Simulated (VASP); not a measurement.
# BeP3Pd (P4mm) in VASP: relaxation of cell and atoms with PBE

Aim: the relaxation of cell and atoms of BeP3Pd with PBE.

Everything below comes from runs of VASP 6.6.1. Logs are shortened: lines on timing, memory, paths and dates and some standing lists are left out, and cuts for length are marked.

## Step 1: The cell of the first run

It takes space group P4mm (No. 99, tetragonal). The conventional cell has a = 3.967 Å, b = 3.967 Å, c = 4.016 Å, α = 90.00°, β = 90.00°, γ = 90.00°. Be (site symmetry 4mm) has 12 P at 2.78 to 2.87 Å and 8 Pd at 3.41 to 3.49 Å within 3.7 Å. P (site symmetry 4mm) has 2 Pd at 1.85 to 2.17 Å within 2.5 Å. Within 2.6 Å of P (site symmetry 2mm) lie 2 Pd at 1.99 Å. Within 2.5 Å of Pd (site symmetry 4mm) lie 6 P at 1.85 to 2.17 Å.

## Step 2: Relaxation of cell and atoms, PBE

File INCAR:

```
ALGO = Normal
EDIFF = 1E-6
EDIFFG = -0.04
ENCUT = 600
GGA = PE
IBRION = 2
ISIF = 3
ISMEAR = 0
LASPH = True
LCHARG = False
LREAL = False
LWAVE = False
NELM = 60
NSW = 90
PREC = Accurate
SIGMA = 0.1
```

File KPOINTS:

```
k-points
0
Gamma
  4 4 4
```

File POSCAR:

```
BeP3Pd
1.0
    3.9666812564      0.0000000000      0.0000000000
    0.0000000000      3.9666812564      0.0000000000
    0.0000000000      0.0000000000      4.0163890416
Be P Pd
1 3 1
Direct
    0.0000000000      0.0000000000      0.0000000000
    0.5000000000      0.5000000000      0.9750000000
    0.0000000000      0.5000000000      0.4850000000
    0.5000000000      0.0000000000      0.4850000000
    0.5000000000      0.5000000000      0.5150000000
```

Potentials or basis: VASP PAW PBE potentials, release 64 (Be, P, Pd).

Started as:

```
$ cat potpaw_PBE.64/Be/POTCAR potpaw_PBE.64/P/POTCAR potpaw_PBE.64/Pd/POTCAR > POTCAR
$ mpirun -np 1 vasp_std > vasp.out
```

OUTCAR:

```text
EDIFF = 1E-6
   EDIFFG = -0.04
   ENCUT = 600
   GGA = PE
   IBRION = 2
   ISIF = 3
   ISMEAR = 0
   LASPH = True
   LREAL = False
   NELM = 60
   NSW = 90
   PREC = Accurate

 ion  position               nearest neighbor table
   1  0.000  0.000  0.000-
   2  0.500  0.500  0.975-   5 1.85   5 2.17   4 2.79   3 2.79   4 2.79   3 2.79   4 2.85   3 2.85
                             3 2.85   4 2.85
   3  0.000  0.500  0.485-   5 1.99   5 1.99   2 2.79   2 2.79   4 2.80   4 2.80   4 2.80   4 2.80
                             2 2.85   2 2.85
   4  0.500  0.000  0.485-   5 1.99   5 1.99   2 2.79   2 2.79   3 2.80   3 2.80   3 2.80   3 2.80
                             2 2.85   2 2.85
   5  0.500  0.500  0.515-   2 1.85   3 1.99   4 1.99   4 1.99   3 1.99   2 2.17

  LATTYP: Found a simple tetragonal cell.
 ALAT       =     3.9666812564
 C/A-ratio  =     1.0125313283

  Lattice vectors:

 A1 = (   3.9666812564,   0.0000000000,   0.0000000000)
 A2 = (   0.0000000000,   3.9666812564,   0.0000000000)
 A3 = (   0.0000000000,   0.0000000000,   4.0163890416)

Analysis of symmetry for initial positions (statically):
=====================================================================
 Subroutine PRICEL returns:
 Original cell was already a primitive cell.

 Routine SETGRP: Setting up the symmetry group for a
 simple tetragonal supercell.

 Subroutine GETGRP returns: Found  8 space group operations
 (whereof  8 operations were pure point group operations)
 out of a pool of 16 trial point group operations.

The static configuration has the point symmetry C_4v.

Analysis of symmetry for dynamics (positions and initial velocities):
=====================================================================
 Subroutine PRICEL returns:
 Original cell was already a primitive cell.

 Routine SETGRP: Setting up the symmetry group for a
 simple tetragonal supercell.

 Subroutine GETGRP returns: Found  8 space group operations
 (whereof  8 operations were pure point group operations)
 out of a pool of 16 trial point group operations.

The dynamic configuration has the point symmetry C_4v.

 Subroutine INISYM returns: Found  8 space group operations
 (whereof  8 operations are pure point group operations),
 and found     1 'primitive' translations

----------------------------------------------------------------------------------------

                                     Primitive cell

  volume of cell :      63.1961

  direct lattice vectors                    reciprocal lattice vectors
     3.966681256  0.000000000  0.000000000     0.252099913  0.000000000  0.000000000
     0.000000000  3.966681256  0.000000000     0.000000000  0.252099913  0.000000000
     0.000000000  0.000000000  4.016389042     0.000000000  0.000000000  0.248979865

  length of vectors
     3.966681256  3.966681256  4.016389042     0.252099913  0.252099913  0.248979865

  position of ions in fractional coordinates (direct lattice)
     0.000000000  0.000000000  0.000000000
     0.500000000  0.500000000  0.975000000
     0.000000000  0.500000000  0.485000000
     0.500000000  0.000000000  0.485000000
     0.500000000  0.500000000  0.515000000

  ion indices of the primitive-cell ions
   primitive index   ion index
                 1           1
                 2           2
                 3           3
                 4           4
                 5           5

----------------------------------------------------------------------------------------

 KPOINTS: k-points

Automatic generation of k-mesh.
 Grid dimensions read from file:
 generate k-points for:    4    4    4

 Generating k-lattice:

  Cartesian coordinates                     Fractional coordinates (reciprocal lattice)
     0.063024978  0.000000000  0.000000000     0.250000000  0.000000000  0.000000000
     0.000000000  0.063024978  0.000000000     0.000000000  0.250000000  0.000000000
     0.000000000  0.000000000  0.062244966     0.000000000  0.000000000  0.250000000

  Length of vectors
     0.063024978  0.063024978  0.062244966

  Shift w.r.t. Gamma in fractional coordinates (k-lattice)
     0.000000000  0.000000000  0.000000000

 Subroutine IBZKPT returns following result:
 ===========================================

 Found     18 irreducible k-points:

 Following reciprocal coordinates:
            Coordinates               Weight
  0.000000  0.000000  0.000000      1.000000
  0.250000  0.000000  0.000000      4.000000
  0.500000  0.000000  0.000000      2.000000
  0.250000  0.250000  0.000000      4.000000
  0.500000  0.250000  0.000000      4.000000
  0.500000  0.500000  0.000000      1.000000
[... 10 lines left out ...]
  0.500000  0.250000  0.500000      4.000000
  0.500000  0.500000  0.500000      1.000000
   k-points           NKPTS =     18   k-points in BZ     NKDIM =     18   number of bands    NBANDS=     17
   number of dos      NEDOS =    301   number of ions     NIONS =      5
   total plane-waves  NPLWV =  32768
   dimension x,y,z NGX =    32 NGY =   32 NGZ =   32
   dimension x,y,z NGXF=    64 NGYF=   64 NGZF=   64
   ions per type =               1   3   1
   NGX,Y,Z   is equivalent  to a cutoff of  13.41, 13.41, 13.25 a.u.
   NGXF,Y,Z  is equivalent  to a cutoff of  26.82, 26.82, 26.49 a.u.
 SYSTEM =  unknown system
   PREC   = accura    normal or accurate (medium, high low for compatibility)
   ISTART =      0    job   : 0-new  1-cont  2-samecut
   ICHARG =      2    charge: 1-file 2-atom 10-const
   ISPIN  =      1    spin polarized calculation?
   LNONCOLLINEAR =      F non collinear calculations
   LSORBIT =      F    spin-orbit coupling
   LASPH  =      T    aspherical Exc in radial PAW
   ENCUT  =  600.0 eV  44.10 Ry    6.64 a.u.   7.92  7.92  8.02*2*pi/ulx,y,z
   NELM   =     60;   NELMIN=  2; NELMDL= -5     # of ELM steps
   EDIFF  = 0.1E-05   stopping-criterion for ELM
   LREAL  =      F    real-space projection
   EDIFFG = -.4E-01   stopping-criterion for IOM
   NSW    =     90    number of steps for IOM
   IBRION =      2    ionic relax: 0-MD 1-quasi-New 2-CG
   NFREE  =      1    steps in history (QN), initial steepest desc. (CG)
   ISIF   =      3    stress and relaxation
   ISYM   =      2    0-nonsym 1-usesym 2-fastsym
   POTIM  = 0.5000    time-step for ionic-motion
   TEBEG  =    0.0;   TEEND  =   0.0 temperature during run
   PSTRESS=    0.0 pullay stress
   NELECT =      27.0000    total number of electrons
   NUPDOWN=      -1.0000    fix difference up-down
   EMIN   =  10.00;   EMAX   =-10.00  energy-range for DOS
   EFERMI =   0.00;   METHOD = LEGACY
   ISMEAR =     0;   SIGMA  =   0.10  broadening in eV -4-tet -1-fermi 0-gaus
   EFERMI_NEDOS =   21; number of points for ismear=-14 and -15
   IALGO  =     38    algorithm
   IMIX   =      4    mixing-type and parameters
     AMIX     =   0.40;   BMIX     =  1.00
     AMIX_MAG =   1.60;   BMIX_MAG =  1.00
  volume/ion in A,a.u.               =      12.64        85.29
  Fermi-wavevector in a.u.,A,eV,Ry     =   1.233008  2.330048 20.685062  1.520309
  Thomas-Fermi vector in A             =   2.367756
   LORBIT       =      0    0 simple, 1 ext, 2 COOP (PROOUT), +10 PAW based schemes
   GGA     = PE    functional components
   LHFCALC =     F    Hartree Fock is set to
   AEXX    =    0.0000 exact exchange contribution
   IVDW    =     0    specifies the selected vdW correction
   LEPSILON=     F    determine dielectric tensor
   LRPA    =     F    only Hartree local field effects (RPA)
 conjugate gradient relaxation of ions
 non-spin polarized calculation
 Gauss-broadening in eV      SIGMA  =   0.10
  energy-cutoff  :      600.00
  volume of cell :       63.20
 maximum number of plane-waves:      2176
 NGX is ok and might be reduce to    32
   NGX = 15   NGY = 15   NGZ = 17

--------------------------------------- Ionic step        1  -------------------------------------------

 number of electron      27.0000001 magnetization

 Free energy of the ion-electron system (eV)
  ---------------------------------------------------
  ext. energy  EPLUGINS =         0.00000000
  ---------------------------------------------------
  free energy    TOTEN  =       -10.54984160 eV

  energy without entropy =      -10.53011052  energy(sigma->0) =      -10.53997606

 E-fermi :  10.8802     XC(G=0): -11.7161

 val. band max:       10.8071750984   @ k =   0.0000   0.0000   0.2500
 cond. band min:      10.8976465637   @ k =   0.2500   0.0000   0.2500
 fundamental gap:      0.0904714653
 Fermi energy:        10.8802265252

 k-point     1 :       0.0000    0.0000    0.0000
  band No.  band energies     occupation
      1      -5.3696      2.00000
      2      -2.4769      2.00000
      3      -2.4049      2.00000
      4       2.3691      2.00000
      5       2.3691      2.00000
      6       2.4995      2.00000
[... 9 lines left out ...]
     16      11.9224      0.00000
     17      11.9235      0.00000
[... 448 lines left out ...]
  FREE ENERGIE OF THE ION-ELECTRON SYSTEM (eV)
  ---------------------------------------------------
  free  energy   TOTEN  =       -18.4038970219 eV

  energy  without entropy=      -18.3727485268  energy(sigma->0) =      -18.38832277

 E-fermi :   4.1065     XC(G=0):  -9.3194

 val. band max:        4.1036350643   @ k =   0.2500   0.0000   0.0000
 cond. band min:       4.1130855951   @ k =   0.2500   0.0000   0.2500
 fundamental gap:      0.0094505307
 Fermi energy:         4.1065073958

 k-point     1 :       0.0000    0.0000    0.0000
  band No.  band energies     occupation
      1      -7.8336      2.00000
      2      -5.6585      2.00000
      3      -5.4775      2.00000
      4      -0.1815      2.00000
      5      -0.1815      2.00000
      6       0.1468      2.00000
[... 9 lines left out ...]
     16       4.6567      0.00000
     17       4.6571      0.00000
[... 323 lines left out ...]
      1      -5.6862      2.00000
      2      -5.6862      2.00000
      3      -5.5427      2.00000
      4      -2.0825      2.00000
      5      -1.6673      2.00000
      6      -1.3102      2.00000
[... 9 lines left out ...]
     16       5.9792      0.00000
     17       9.0074      0.00000

 E-fermi :   6.5425     XC(G=0): -10.0959

 val. band max:        6.4719291883   @ k =   0.2500   0.2500   0.0000
 cond. band min:       6.5608806539   @ k =   0.2500   0.0000   0.0000
 fundamental gap:      0.0889514656
 Fermi energy:         6.5424896104

 k-point     1 :       0.0000    0.0000    0.0000
  band No.  band energies     occupation
      1      -8.1826      2.00000
      2      -2.8879      2.00000
      3      -1.9988      2.00000
      4       0.1606      2.00000
      5       0.1606      2.00000
      6       1.5154      2.00000
[... 9 lines left out ...]
     16       8.6161      0.00000
     17       9.2271      0.00000
[... 323 lines left out ...]
      1      -4.8432      2.00000
      2      -4.8432      2.00000
      3      -4.6885      2.00000
      4      -0.8654      2.00000
      5      -0.7454      2.00000
      6       1.7813      2.00000
[... 9 lines left out ...]
     16      10.1181      0.00000
     17      10.1593      0.00000

[... ionic steps 4 to 39 ...]

--------------------------------------- Ionic step       40  -------------------------------------------

 number of electron      27.0000008 magnetization

------------------------ aborting loop because EDIFF is reached ----------------------------------------

  FORCE on cell =-STRESS in cart. coord.  units (eV):
  Direction    XX          YY          ZZ          XY          YZ          ZX
  --------------------------------------------------------------------------------------
  -------------------------------------------------------------------------------------
  Total        0.4857785      0.4857785      0.2514483      0.0000000      0.0000000      0.0000000
  in kB        8.5183695      8.5183695      4.4092714      0.0000000      0.0000000      0.0000000
  external PRESSURE =       7.1486702 kB  Pullay stress =       0.0000000 kB
[... 63 lines left out ...]
  energy  without entropy=      -24.1894814846  energy(sigma->0) =      -24.20213902

--------------------------------------- Ionic step       42  -------------------------------------------

 number of electron      27.0000009 magnetization

 Free energy of the ion-electron system (eV)
  ---------------------------------------------------
  ext. energy  EPLUGINS =         0.00000000
  ---------------------------------------------------
  free energy    TOTEN  =       -24.21501156 eV

  energy without entropy =      -24.18964403  energy(sigma->0) =      -24.20232779

 E-fermi :   5.2249     XC(G=0):  -9.5986

 val. band max:        5.1966116184   @ k =   0.5000   0.2500   0.5000
 cond. band min:       5.2418615317   @ k =   0.2500   0.2500   0.2500
 fundamental gap:      0.0452499133
 Fermi energy:         5.2248501829

 k-point     1 :       0.0000    0.0000    0.0000
  band No.  band energies     occupation
      1      -8.7973      2.00000
      2      -3.4355      2.00000
      3      -3.0503      2.00000
      4      -1.0747      2.00000
      5      -1.0747      2.00000
      6       2.2636      2.00000
[... 9 lines left out ...]
     16       8.7216      0.00000
     17       9.6519      0.00000
[... 370 lines left out ...]
  FREE ENERGIE OF THE ION-ELECTRON SYSTEM (eV)
  ---------------------------------------------------
  free  energy   TOTEN  =       -24.2150115573 eV

  energy  without entropy=      -24.1896440315  energy(sigma->0) =      -24.20232779

 reached required accuracy - stopping structural energy minimisation
```

It took 21 min on 1 thread of AMD EPYC 7R13, shared host; peak memory 0.17 GiB.

Results:

- Free energy: -24.2150 eV
- Relaxed volume: 18.44 Å³/atom
- Relaxed cell: a = 4.411 Å, b = 4.411 Å, c = 4.739 Å, α = 90.00°, β = 90.00°, γ = 90.00°
- Space group after relaxing (to 0.1 Å): P4mm (No. 99)
- Energy gained by relaxing: 2733.0 meV/atom
- Ionic steps: 42
- Pressure after relaxing: -0.1 GPa
- Largest force after relaxing: 0.034 eV/Å
- Band gap on the k mesh: zero (an odd number of electrons rules out a gap without spin polarisation)

Forces in eV/Å, atoms in the order of the input:
```
Be   0.000  0.000 -0.022
P    0.000  0.000  0.019
P    0.000  0.000 -0.016
P    0.000  0.000 -0.016
Pd   0.000  0.000  0.034
```

Stress tensor (GPa, compression positive):
```
 0.04  0.00  0.00
 0.00  0.04  0.00
 0.00  0.00 -0.28
```

The path:
```
step  energy change (eV)  largest force (eV/Å)  pressure (GPa)  volume (Å³)
   1              0.0000                9.7089          102.51        63.20
   3             -7.8541                4.8495            3.98       101.89
   5             -8.4151                1.4063           -5.03       109.64
   7             -8.5402                6.6253           22.41        82.06
   9             -9.0743                2.5586            9.91        89.04
  11             -9.2450                2.4776            7.76        90.36
  13             -9.7909                4.8037            9.89        87.27
  15            -11.4245                4.8888            0.67        88.37
  17            -11.5410                6.4070            0.42        88.85
  19            -12.1300                1.7695           -3.46        89.35
  21            -12.4049                1.6056            1.36        83.64
  23            -12.4274                1.4186            3.86        81.64
  25            -12.5784                0.7986            2.42        83.70
  27            -12.7093                0.9904           -2.50        90.28
  29            -12.8934                1.4454            0.55        90.21
  31            -13.2223                0.9249            1.19        91.50
  33            -13.4302                0.9234            1.35        92.52
  35            -13.5279                0.9876           -1.76        95.67
  37            -13.6138                0.3750           -0.99        93.89
  39            -13.6616                0.0829            0.96        91.15
  41            -13.6650                0.0408           -0.30        92.44
  42            -13.6652                0.0345           -0.07        92.20
```

Final structure:
```
Be P Pd
1.0
     4.41078    0.00000    0.00000
     0.00000    4.41078    0.00000
     0.00000    0.00000    4.73914
Be P Pd
1 3 1
Cartesian
  0.0000 0.0000 1.4857
  2.2054 2.2054 0.2597
  0.0000 2.2054 1.2456
  2.2054 0.0000 1.2456
  2.2054 2.2054 2.6825
```

Caveat: the k points lie up to 0.36 Å⁻¹ apart in the final cell, too coarse for converged energies and pressures of a metal; the volume moved by over 15 % at a fixed basis, so the end points are rough.
